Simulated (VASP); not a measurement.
The system is P.

```
CELL_PARAMETERS angstrom
2.45627 0.00000 0.00000
0.00000 2.45627 0.00000
0.00000 0.00000 2.45627
ATOMIC_POSITIONS crystal
P 0.00000 0.00000 0.00000
```

Base run:

* Program: VASP 6.6.1
* Functional: RPBE
* Potentials or basis: VASP PAW PBE potentials, release 64 (P)
* Cutoff: 500 eV
* k mesh: 12 × 12 × 12
* Occupations: fermi-dirac, width 0.1 eV
* Spin: no spin polarisation

Its results: pressure -0.7 GPa.

Problem. The run is repeated on the same cell with these changes: cutoff from 500 eV to 520 eV; k mesh from 12 × 12 × 12 to 21 × 21 × 21. What comes out?

Solution. Pressure -0.2 GPa.

Caveats: the PAW data sets were made with another functional, which shifts forces and pressure a little.
